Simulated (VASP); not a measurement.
A run of VASP 6.6.1 is set up as follows.

INCAR

```
SYSTEM = TiAl
PREC = Accurate
ENCUT = 520
EDIFF = 1E-6
ISMEAR = 0
SIGMA = 0.15
LREAL = .False.
LASPH = .True.
NELM = 100
ALGO = Normal
ISIF = 2
LWAVE = .False.
LCHARG = .False.
GGA = PE
NBANDS = 14
```

The input KPOINTS:

```
regular mesh
0
Gamma
  18 18 10
  0 0 0
```

POSCAR

```
TiAl
1.0
    2.9170000000      0.0000000000      0.0000000000
   -1.4585000000      2.5261961028      0.0000000000
    0.0000000000      0.0000000000      4.4625000000
Ti Al
1 1
Direct
    0.0000000000      0.0000000000      0.0000000000
    0.3333333333      0.6666666667      0.5000000000
```

Potentials or basis: VASP PAW PBE potentials, release 64 (Ti_sv, Al).

The run is started by

```sh
$ cat potpaw_PBE.64/Ti_sv/POTCAR potpaw_PBE.64/Al/POTCAR > POTCAR
$ mpirun -np 1 vasp_std > vasp.out
```

(1) What does it give for the pressure?

(2) Predict the band gap on the k mesh.

## Answers

(1) 2.6 GPa.

(2) zero (an odd number of electrons rules out a gap without spin polarisation).

Caveat: the stress differs along the axes, from 0 to 7 GPa.
